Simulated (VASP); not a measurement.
## S: single point with PBE

S:

```
CELL_PARAMETERS angstrom
5.67805 0.00000 0.00000
0.00000 5.67805 0.00000
0.00000 0.00000 2.94962
ATOMIC_POSITIONS crystal
S 0.88339 0.88339 0.50000
S 0.11661 0.11661 0.50000
S 0.38339 0.61661 0.00000
S 0.61661 0.38339 0.00000
```

```json
{
 "Program": "VASP 6.6.1",
 "Task": "single point",
 "Functional": "PBE",
 "Potentials or basis": "VASP PAW PBE potentials, release 64 (S)",
 "Cutoff": "520 eV",
 "k mesh": "4 × 4 × 6",
 "Occupations": "tetrahedron",
 "Spin": "no spin polarisation"
}
```

```yaml
Pressure: 1.9 GPa
Largest_force: 0.546 eV/Å
Band_gap_on_the_k_mesh: zero (bands 12 and 13 overlap by 1.98 eV)
```

Forces on the atoms (eV/Å):
```
S   -0.386 -0.386  0.000
S    0.386  0.386  0.000
S   -0.386  0.386  0.000
S    0.386 -0.386  0.000
```

Stress tensor (GPa, compression positive):
```
 2.99  0.00  0.00
 0.00  2.99  0.00
 0.00  0.00 -0.25
```

Levels at points of the mesh, in eV from the Fermi level:
| k point | band 9 | band 10 | band 11 | band 12 | band 13 | band 14 | band 15 | band 16 |
| --- | --- | --- | --- | --- | --- | --- | --- | --- |
| (0.00, 0.00, 0.00) | -2.42 | -1.22 | -0.73 | 0.87 | 2.69 | 2.69 | 4.68 | 4.68 |
| (0.50, 0.00, 0.00) | -0.99 | -0.99 | -0.73 | -0.73 | 2.69 | 2.69 | 3.38 | 3.38 |
| (0.50, 0.50, 0.00) | -0.97 | -0.97 | -0.45 | -0.45 | 2.65 | 2.65 | 4.44 | 4.44 |
| (0.00, 0.00, 0.50) | -3.57 | -3.57 | -1.90 | -1.90 | 0.03 | 0.03 | 4.03 | 4.03 |
| (0.50, 0.00, 0.50) | -3.34 | -3.34 | -2.31 | -2.31 | 0.39 | 0.39 | 5.28 | 5.28 |
| (0.50, 0.50, 0.50) | -3.97 | -3.97 | -1.60 | -1.60 | 0.58 | 0.58 | 4.06 | 4.06 |

It took 56 s on 1 thread of Intel Xeon 8259CL (shared host), peak memory 0.2 GiB.

Caveat: this functional lacks dispersion, which holds the molecules together, so the pressure and a relaxed volume are unreliable; tetrahedron occupations give inexact forces and stress in metals.
